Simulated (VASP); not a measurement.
Here is a VASP 6.6.1 calculation.

The input INCAR:

```
PREC     = Accurate       # precision mode
ENCUT    = 520            # plane-wave cutoff, eV
EDIFF    = 1E-6           # SCF threshold, eV
ISMEAR   = 0              # smearing method
SIGMA    = 0.1            # smearing width, eV
LREAL    = F              # projectors in reciprocal space
LASPH    = T              # aspherical terms in the spheres
NELM     = 60             # most SCF steps
ALGO     = Normal         # electronic algorithm
ISIF     = 2              # what is computed and relaxed
LWAVE    = F              # write WAVECAR
LCHARG   = T              # write CHGCAR
GGA      = PS             # functional
LELF     = T              # ELF
LVHAR    = T            
NBANDS   = 13             # bands
```

KPOINTS

```
Automatic mesh
0
Gamma
  12 12 12
```

Contents of POSCAR:

```
AlCo
1.0
    2.8225855368      0.0000000000      0.0000000000
    0.0000000000      2.8225855368      0.0000000000
    0.0000000000      0.0000000000      2.8225855368
Al Co
1 1
Direct
    0.0000000000      0.0000000000      0.0000000000
    0.5000000000      0.5000000000      0.5000000000
```

Potentials or basis: VASP PAW PBE potentials, release 64 (Al, Co).

Command:

```console
$ cat potpaw_PBE.64/Al/POTCAR potpaw_PBE.64/Co/POTCAR > POTCAR
$ mpirun -np 1 vasp_std > vasp.out
```

(1) Predict the band gap on the k mesh.

(2) What does it give for the pressure?

Answers

(1) zero (band 6 reaches 13.20 eV, above the bottom of band 7 at 10.58 eV).

(2) 0.1 GPa.

Caveat: the PAW data sets were made with another functional, which shifts forces and pressure a little.
